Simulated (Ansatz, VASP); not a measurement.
## Te: VASP beside Ansatz

```
CELL_PARAMETERS angstrom
10.50000 0.00000 0.00000
0.00000 11.00000 0.00000
0.00000 0.00000 11.50000
ATOMIC_POSITIONS crystal
Te 0.50000 0.50455 0.50000
```

Alike in both runs: task single point; functional HSE06; dispersion D3(BJ); k mesh 1 × 1 × 1; occupations gaussian, width 0.005 eV; collinear spin.

|  | VASP | Ansatz |
| --- | --- | --- |
| version | VASP 6.6.1 | Ansatz 0.2.0 |
| potentials or method | VASP PAW PBE potentials, release 64 (Te) | scalar-relativistic, plane waves, PAW |
| plane-wave cutoff (eV) | 400 | 420 |
| valence electrons in the cell | 6 | 16 |

```csv
,VASP,Ansatz,Ansatz less VASP
gap on the k mesh at the Fermi level (eV),1.48,1.49,+0.002
net moment per atom (μB),2.00,2.00,0.000
size of the moment on the site where the two differ most (μB),1.02,2.00,+0.975
```

Site moments also hang on the region over which each program counts them. VASP's potentials hold 6 valence electrons a cell and Ansatz's 16, so a difference there can come from the potentials and not from the codes. Ansatz's warnings: narrow warmup gap, stability check not made.

Spin-orbit coupling is off throughout.
